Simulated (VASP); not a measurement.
Runs of VASP 6.6.1 on K. The structure is that of space group Pm-3m (No. 221), or close to it. The cells are those of the table. 

```tsv
task	cell	k mesh	cutoff (eV)	k mesh for the DOS	occupations for the DOS	gap on the mesh (eV)	pressure (GPa)
single point	a = 3.029 Å, 1 atom	9 × 9 × 9, shifted	500	-	-	none	12.7
single point	a = 3.263 Å, 1 atom	9 × 9 × 9	500	-	-	none	(b)
single point	a = 3.650 Å, 1 atom	9 × 9 × 9	500	-	-	none	(a)
single point	a = 3.816 Å, 1 atom	9 × 9 × 9	500	-	-	none	1.1
single point	a = 3.467 Å, 1 atom	9 × 9 × 9	500	-	-	none	4.5
single point	a = 3.029 Å, 1 atom	9 × 9 × 9	500	-	-	none	12.9
```

Alike in all rows: level LDA; potentials or basis VASP PAW LDA potentials, release 64 (K_sv); no spin polarisation; smearing fermi-dirac 0.05 eV.

**Question.** Fill in the values left out.

**Answer.** (a) 2.3; (b) 7.6.

A gap of «none» marks levels without a gap at the run's occupations.
